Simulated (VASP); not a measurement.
A run of VASP 6.6.1 is set up as follows.

POSCAR

```
CdS
1.0
    4.1221736108      0.0000000000      0.0000000000
   -2.0610868054      3.5699070657      0.0000000000
    0.0000000000      0.0000000000      6.6967814110
Cd S
2 2
Direct
    0.3333333333      0.6666666667     -0.0009695910
    0.6666666667      0.3333333333      0.4990304090
    0.3333333333      0.6666666667      0.3759695910
    0.6666666667      0.3333333333      0.8759695910
```

The input INCAR.step1:

```
SYSTEM = CdS
PREC = Accurate
ENCUT = 520
ISMEAR = 0
SIGMA = 0.01
LREAL = .FALSE.
LASPH = .TRUE.
NELM = 80
NBANDS = 26
GGA = PE
ALGO = Normal
EDIFF = 1E-4
LWAVE = .TRUE.
LCHARG = .FALSE.
```

The input INCAR.step2:

```
SYSTEM = CdS
PREC = Accurate
ENCUT = 520
EDIFF = 1E-6
ISMEAR = 0
SIGMA = 0.01
LREAL = .FALSE.
LASPH = .TRUE.
NELM = 80
ALGO = Normal
ISIF = 2
LWAVE = .FALSE.
LCHARG = .FALSE.
METAGGA = R2SCAN
LMIXTAU = .TRUE.
NBANDS = 26
ISTART = 1
```

Contents of KPOINTS:

```
Automatic mesh
0
G
  6 6 4
  0 0 0
```

Potentials or basis: VASP PAW PBE potentials, release 64 (Cd, S).

Run with:

```console
$ cat potpaw_PBE.64/Cd/POTCAR potpaw_PBE.64/S/POTCAR > POTCAR
$ cp INCAR.step1 INCAR
$ mpirun -np 1 vasp_std > vasp.out
$ cp INCAR.step2 INCAR
$ mpirun -np 1 vasp_std > vasp.out
```

Question: What does it give for the pressure?

Answer: 2.3 GPa.

Question: What does it give for the band gap on the k mesh?

Answer: 1.70 eV, direct.

Caveat: the PAW data sets were made with another functional, which shifts forces and pressure a little. r2SCAN opens gaps a little over a GGA but as a rule still falls short of measured ones.
